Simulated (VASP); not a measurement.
Input of a VASP 6.6.1 run:

INCAR

```
SYSTEM = SiC
ALGO     = Normal         ! electronic algorithm
EDIFF    = 1E-8           ! SCF threshold, eV
ENCUT    = 520            ! plane-wave cutoff, eV
GGA      = PS             ! functional
IBRION   = 8              ! ionic algorithm
ISIF     = 2              ! what is computed and relaxed
ISMEAR   = 0              ! smearing method
LASPH    = .TRUE.         ! aspherical terms in the spheres
LCHARG   = .FALSE.        ! write CHGCAR
LREAL    = .FALSE.        ! projectors in reciprocal space
LWAVE    = .FALSE.        ! write WAVECAR
NBANDS   = 16             ! bands
NELM     = 60             ! most SCF steps
NSW      = 1              ! ionic steps
PREC     = Accurate       ! precision mode
SIGMA    = 0.01           ! smearing width, eV
```

The input KPOINTS:

```
k-points
0
G
  8 8 4
  0 0 0
```

Contents of POSCAR:

```
SiC
1.0
    3.0760000000      0.0000000000      0.0000000000
   -1.5380000000      2.6638940000      0.0000000000
    0.0000000000      0.0000000000      5.0480000000
Si C
2 2
Direct
    0.3333333333      0.6666666667      0.0000000000
    0.6666666667      0.3333333333      0.5000000000
    0.3333333333      0.6666666667      0.3850000000
    0.6666666667      0.3333333333      0.8850000000
```

Potentials or basis: VASP PAW PBE potentials, release 64 (Si, C).

Command:

```sh
$ cat potpaw_PBE.64/Si/POTCAR potpaw_PBE.64/C/POTCAR > POTCAR
$ mpirun -np 1 vasp_std > vasp.out
```

Q: Estimate the highest phonon frequency at Γ, LO-TO splitting left out.

A: 828 cm⁻¹.

Phonon frequencies in cm⁻¹ (negative: imaginary):
| q point | frequencies |
| --- | --- |
| (0.000, 0.000, 0.000) | 0 0 0 258 258 555 683 784 796 796 828 828 |
